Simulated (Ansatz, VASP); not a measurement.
Two plane-wave programs on As

```
As
1.0
     1.87975    1.08527    3.48577
    -1.87975    1.08527    3.48577
     0.00000   -2.17055    3.48577
As
2
Direct
  0.22754 0.22754 0.22754
  0.77246 0.77246 0.77246
```

Alike in both runs: task relaxation of cell and atoms; functional PBEsol; k mesh 15 × 15 × 15; occupations gaussian, width 0.1 eV; no spin polarisation.

|  | VASP | Ansatz |
| --- | --- | --- |
| version | VASP 6.6.1 | Ansatz 0.2.0 |
| potentials or method | VASP PAW PBE potentials, release 64 (As), cutoff 600 eV | scalar-relativistic, plane waves, PAW |
| valence electrons in the cell | 10 | 30 |

```csv
,VASP,Ansatz,Ansatz less VASP
"gap on the k mesh at the Fermi level, each at its own relaxed structure (eV)",none,none,-
relaxed volume (Å³/atom),20.90,20.86,-0.042
relaxed length of the cell vector where the two differ most in proportion (Å),4.012,4.014,+0.0015
```

VASP's potentials were made for PBE, not for PBEsol, and Ansatz warns of the same on its side. A gap of «none» marks a metal or a gap that the smearing closes. VASP's potentials hold 10 valence electrons a cell and Ansatz's 30, so a difference there can come from the potentials and not from the codes.
